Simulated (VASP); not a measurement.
Runs of VASP 6.6.1 on Rb. The structure is that of space group I4/mmm (No. 139), or close to it. The cells are those of the table. 

| cell | further INCAR settings | gap on the mesh (eV) | pressure (GPa) |
| --- | --- | --- | --- |
| a = 5.827, b = 5.827, c = 5.330 Å, 2 atoms | ALGO = Fast; EDIFF = 1e-07; NBANDS = 16 | none | 0.0 |
| a = 5.727, b = 5.727, c = 5.444 Å, 2 atoms | ALGO = Fast; EDIFF = 1e-06; NBANDS = 16 | none | 0.1 |
| a = 6.011, b = 6.011, c = 5.466 Å, 2 atoms | ALGO = Fast; EDIFF = 1e-06; NBANDS = 16 | none | -0.2 |
| a = 5.756, b = 5.756, c = 5.330 Å, 2 atoms | ALGO = Fast; EDIFF = 1e-06; NBANDS = 16 | none | 0.1 |
| a = 5.897, b = 5.897, c = 5.534 Å, 2 atoms | ALGO = Fast; EDIFF = 1e-07; NBANDS = 16 | none | (a) |

Alike in all rows: task single point; level PBE; potentials or basis VASP PAW PBE potentials, release 64 (Rb_sv); no spin polarisation; k mesh 10 × 10 × 10; cutoff (eV) 520; smearing gaussian 0.1 eV.

Problem. Estimate the missing entries.

Solution. (a) -0.1.

A k mesh can miss the band edges, and the runs leave out spin-orbit coupling on Rb.

A gap of «none» marks levels without a gap at the run's occupations.
